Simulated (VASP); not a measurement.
# Zn (P6/mmm) in VASP: further runs, part 2 of 2

VASP 6.6.1.

## Step 3: Single point, PBE (volume scaled by 0.92)

File INCAR:

```
ALGO = Normal
EDIFF = 1E-6
ENCUT = 520
GGA = PE
ISIF = 2
ISMEAR = -1
LASPH = True
LCHARG = False
LREAL = False
LWAVE = False
NBANDS = 25
NELM = 80
PREC = Accurate
SIGMA = 0.1
```

File KPOINTS:

```
k-points
0
Gamma
  9 9 12
```

File POSCAR:

```
Zn
1.0
    4.3383723641      0.0000000000      0.0000000000
   -2.1691861820      3.7571406783      0.0000000000
    0.0000000000      0.0000000000      2.6459107017
Zn
3
Direct
    0.0000000000      0.0000000000      0.0000000000
    0.3333333333      0.6666666667      0.5000000000
    0.6666666667      0.3333333333      0.5000000000
```

Potentials or basis: VASP PAW PBE potentials, release 64 (Zn).

On the command line:

```
$ cat potpaw_PBE.64/Zn/POTCAR > POTCAR
$ mpirun -np 1 vasp_std > vasp.out
```

OUTCAR:

```text
EDIFF = 1E-6
   ENCUT = 520
   GGA = PE
   ISIF = 2
   ISMEAR = -1
   LASPH = True
   LREAL = False
   NELM = 80
   PREC = Accurate

 ion  position               nearest neighbor table
   1  0.000  0.000  0.000-   2 2.83   3 2.83   2 2.83   3 2.83   2 2.83   2 2.83   3 2.83   3 2.83
                             3 2.83   3 2.83   2 2.83   2 2.83
   2  0.333  0.667  0.500-   3 2.50   3 2.50   3 2.50   1 2.83   1 2.83   1 2.83   1 2.83   1 2.83
                             1 2.83
   3  0.667  0.333  0.500-   2 2.50   2 2.50   2 2.50   1 2.83   1 2.83   1 2.83   1 2.83   1 2.83
                             1 2.83

  LATTYP: Found a hexagonal cell.
 ALAT       =     4.3383723641
 C/A-ratio  =     0.6098855699

  Lattice vectors:

 A1 = (   4.3383723641,   0.0000000000,   0.0000000000)
 A2 = (  -2.1691861820,   3.7571406783,   0.0000000000)
 A3 = (   0.0000000000,   0.0000000000,   2.6459107017)

Analysis of symmetry for initial positions (statically):
=====================================================================
 Subroutine PRICEL returns:
 Original cell was already a primitive cell.

 Routine SETGRP: Setting up the symmetry group for a
 hexagonal supercell.

 Subroutine GETGRP returns: Found 24 space group operations
 (whereof 24 operations were pure point group operations)
 out of a pool of 24 trial point group operations.

The static configuration has the point symmetry D_6h.

Analysis of symmetry for dynamics (positions and initial velocities):
=====================================================================
 Subroutine PRICEL returns:
 Original cell was already a primitive cell.

 Routine SETGRP: Setting up the symmetry group for a
 hexagonal supercell.

 Subroutine GETGRP returns: Found 24 space group operations
 (whereof 24 operations were pure point group operations)
 out of a pool of 24 trial point group operations.

[... 110 lines left out ...]
   POTIM  = 0.5000    time-step for ionic-motion
   TEBEG  =    0.0;   TEEND  =   0.0 temperature during run
   PSTRESS=    0.0 pullay stress
   NELECT =      36.0000    total number of electrons
   NUPDOWN=      -1.0000    fix difference up-down
   EMIN   =  10.00;   EMAX   =-10.00  energy-range for DOS
   EFERMI =   0.00;   METHOD = LEGACY
   ISMEAR =    -1;   SIGMA  =   0.10  broadening in eV -4-tet -1-fermi 0-gaus
   EFERMI_NEDOS =   21; number of points for ismear=-14 and -15
   IALGO  =     38    algorithm
   IMIX   =      4    mixing-type and parameters
     AMIX     =   0.40;   BMIX     =  1.00
     AMIX_MAG =   1.60;   BMIX_MAG =  1.00
  volume/ion in A,a.u.               =      14.38        97.01
  Fermi-wavevector in a.u.,A,eV,Ry     =   1.541425  2.912872 32.327337  2.375992
  Thomas-Fermi vector in A             =   2.647373
   LORBIT       =      0    0 simple, 1 ext, 2 COOP (PROOUT), +10 PAW based schemes
   GGA     = PE    functional components
   LHFCALC =     F    Hartree Fock is set to
   AEXX    =    0.0000 exact exchange contribution
   IVDW    =     0    specifies the selected vdW correction
   LEPSILON=     F    determine dielectric tensor
   LRPA    =     F    only Hartree local field effects (RPA)
 non-spin polarized calculation
  energy-cutoff  :      520.00
  volume of cell :       43.13
 maximum number of plane-waves:      1182
   NGX = 17   NGY = 17   NGZ =  9

 number of electron      36.0000021 magnetization

 Free energy of the ion-electron system (eV)
  ---------------------------------------------------
  ext. energy  EPLUGINS =         0.00000000
  ---------------------------------------------------
  free energy    TOTEN  =        -2.98273247 eV

  energy without entropy =       -2.95237401  energy(sigma->0) =       -2.96755324

 E-fermi :   3.7131     XC(G=0): -11.8565

 val. band max:        3.6897094397   @ k =   0.2222   0.0000   0.1667
 cond. band min:       3.7316731819   @ k =   0.1111   0.0000   0.1667
 fundamental gap:      0.0419637423
 Fermi energy:         3.7131253671

 k-point     1 :       0.0000    0.0000    0.0000
  band No.  band energies     occupation
      1      -7.3228      2.00000
      2      -5.0317      2.00000
      3      -4.4824      2.00000
      4      -4.4280      2.00000
      5      -4.4280      2.00000
      6      -4.4007      2.00000
[... 661 lines left out ...]
     24      15.4611      0.00000
     25      17.4235      0.00000

 [... further k-points ...]
[... 5 lines left out ...]
  --------------------------------------------------------------------------------------
  -------------------------------------------------------------------------------------
  Total        1.7936063      1.7936063      1.7896295      0.0000000     -0.0000000     -0.0000000
  in kB       66.6312930     66.6312930     66.4835577      0.0000000     -0.0000000     -0.0000000
  external PRESSURE =      66.5820479 kB  Pullay stress =       0.0000000 kB

 VOLUME and BASIS-vectors are now :
 -----------------------------------------------------------------------------
  energy-cutoff  :      520.00
  volume of cell :       43.13
      direct lattice vectors                 reciprocal lattice vectors
     4.338372364  0.000000000  0.000000000     0.230501192  0.133079925  0.000000000
    -2.169186182  3.757140678  0.000000000     0.000000000  0.266159850  0.000000000
     0.000000000  0.000000000  2.645910702     0.000000000  0.000000000  0.377941704

 POSITION                                       TOTAL-FORCE (eV/Angst)
 -----------------------------------------------------------------------------------
      0.00000      0.00000      0.00000        -0.000000     -0.000000      0.000000
     -0.00000      2.50476      1.32296         0.000000      0.000000     -0.000000
      2.16919      1.25238      1.32296         0.000000     -0.000000      0.000000
 -----------------------------------------------------------------------------------
    total drift:                               -0.000000      0.000000      0.000000

  FREE ENERGIE OF THE ION-ELECTRON SYSTEM (eV)
  ---------------------------------------------------
  free  energy   TOTEN  =        -2.9827324700 eV

  energy  without entropy=       -2.9523740060  energy(sigma->0) =       -2.96755324
```

OSZICAR:

```text
N       E                     dE             d eps       ncg     rms          rms(c)
DAV:   1     0.192885003294E+03    0.19289E+03   -0.18117E+04  4360   0.234E+03
DAV:   2     0.659527322568E+01   -0.18629E+03   -0.18110E+03  4240   0.357E+02
DAV:   3    -0.324003884444E+01   -0.98353E+01   -0.97654E+01  4600   0.945E+01
DAV:   4    -0.332347056595E+01   -0.83432E-01   -0.83404E-01  4960   0.913E+00
DAV:   5    -0.332358580931E+01   -0.11524E-03   -0.11524E-03  4837   0.292E-01    0.569E+00
DAV:   6    -0.300725542572E+01    0.31633E+00   -0.13511E+00  4940   0.218E+01    0.419E+00
DAV:   7    -0.299056141367E+01    0.16694E-01   -0.51450E-02  5026   0.336E+00    0.210E+00
DAV:   8    -0.298272481890E+01    0.78366E-02   -0.23919E-03  6178   0.117E+00    0.578E-02
DAV:   9    -0.298272019351E+01    0.46254E-05   -0.55887E-04  5716   0.521E-01    0.395E-02
DAV:  10    -0.298273459775E+01   -0.14404E-04   -0.80403E-05  4915   0.860E-02    0.149E-02
DAV:  11    -0.298273281993E+01    0.17778E-05   -0.15522E-05  4633   0.883E-02    0.405E-03
DAV:  12    -0.298273246999E+01    0.34994E-06   -0.28286E-06  3743   0.665E-02
   1 F= -.29827325E+01 E0= -.29675532E+01  d E =-.303585E-01
```

It took 2.6 min on 1 thread of AMD EPYC 7R13, shared host; peak memory 0.17 GiB.

Results:

| Item | Value |
| --- | --- |
| Free energy | -2.9827 eV |
| Pressure | 6.7 GPa |
| Band gap on the k mesh | zero (band 18 reaches 8.02 eV, above the bottom of band 19 at 2.70 eV) |

Levels at points of the mesh, in eV from the Fermi level:
| k point | band 14 | band 15 | band 16 | band 17 | band 18 | band 19 | band 20 | band 21 | band 22 | band 23 |
| --- | --- | --- | --- | --- | --- | --- | --- | --- | --- | --- |
| (0.00, 0.00, 0.00) | -7.68 | -7.25 | -7.25 | 0.60 | 0.60 | 0.64 | 0.64 | 1.08 | 1.26 | 9.82 |
| (0.00, 0.00, 0.50) | -7.31 | -7.10 | -4.63 | -4.56 | 4.31 | 4.31 | 4.36 | 5.10 | 5.68 | 5.68 |

Caveat: the cell differs from its parent crystal (volume scaled by 0.92).

## Step 4: Single point, PBE

This run uses another cell than the first one, of 15.63 Å³/atom, 1.087 times its volume.

File INCAR:

```
  ALGO = Normal
  EDIFF = 1E-7
  ENCUT = 520
  GGA = PE
  ISIF = 2
  ISMEAR = -1
  LASPH = True
  LCHARG = True
  LELF = True
  LREAL = False
  LVHAR = True
  LWAVE = False
  NBANDS = 25
  NELM = 80
  PREC = Accurate
  SIGMA = 0.1
```

KPOINTS is that of step 3.

File POSCAR:

```
Zn
1.0
    4.4015085616      0.0000000000      0.0000000000
   -2.2007542808      3.8118182293      0.0000000000
    0.0000000000      0.0000000000      2.7940739961
Zn
3
Direct
    0.0000000000      0.0000000000      0.0000000000
    0.3333333333      0.6666666667      0.5000000000
    0.6666666667      0.3333333333      0.5000000000
```

On the command line:

```
$ cat potpaw_PBE.64/Zn/POTCAR > POTCAR
$ mpirun -np 1 vasp_std > vasp.out
```

Run time: 4.3 min. Hardware: 1 thread of AMD EPYC 7R13, shared host; peak memory 0.19 GiB.

The run converged. Its results:

- Free energy: -3.0562 eV
- Pressure: 0.3 GPa
- Band gap on the k mesh: zero (band 18 reaches 7.12 eV, above the bottom of band 19 at 1.89 eV)

Levels at points of the mesh, in eV from the Fermi level:
| k point | band 14 | band 15 | band 16 | band 17 | band 18 | band 19 | band 20 | band 21 | band 22 | band 23 |
| --- | --- | --- | --- | --- | --- | --- | --- | --- | --- | --- |
| (0.00, 0.00, 0.00) | -7.44 | -7.04 | -7.04 | 0.95 | 0.95 | 1.02 | 1.02 | 1.24 | 1.45 | 8.34 |
| (0.00, 0.00, 0.50) | -7.06 | -6.94 | -4.65 | -4.48 | 4.11 | 4.11 | 4.55 | 4.97 | 5.51 | 5.51 |
